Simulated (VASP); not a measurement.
## HgTe: single point with LDA

Crystal: HgTe.

```
Hg Te
1.0
     0.00000    3.25574    3.22350
     3.25574    0.00000    3.22350
     3.25574    3.25574    0.00000
Hg Te
1 1
Direct
  0.00000 0.00000 0.00000
  0.75000 0.75000 0.75000
```

This cell differs from its parent crystal: equal xx and yy strain of +1 %.

```yaml
Program: VASP 6.6.1
Task: single point
Functional: LDA
Potentials_or_basis: VASP PAW LDA potentials, release 64 (Hg, Te)
Cutoff: 520 eV
k_mesh: 11 × 11 × 11
Occupations: fermi-dirac, width 0.03 eV
Spin: no spin polarisation
```

```
Pressure : -0.9 GPa
```

Stress tensor (GPa, compression positive):
```
-0.96  0.00  0.00
 0.00 -0.96  0.00
 0.00  0.00 -0.79
```

Levels at points of the mesh, in eV from the Fermi level:
```tsv
k point	band 7	band 8	band 9	band 10	band 11	band 12
(0.00, 0.00, 0.00)	-0.93	-0.05	-0.05	-0.01	4.14	4.14
```

Wall time 55 s on 1 thread of AMD EPYC 9R45 96-Core Processor (Zen 5), with other jobs on the host, peak memory 0.24 GiB.

Caveat: the cell differs from its parent crystal (equal xx and yy strain of +1 %); spin-orbit coupling is left out, which moves the levels of the heavy elements.
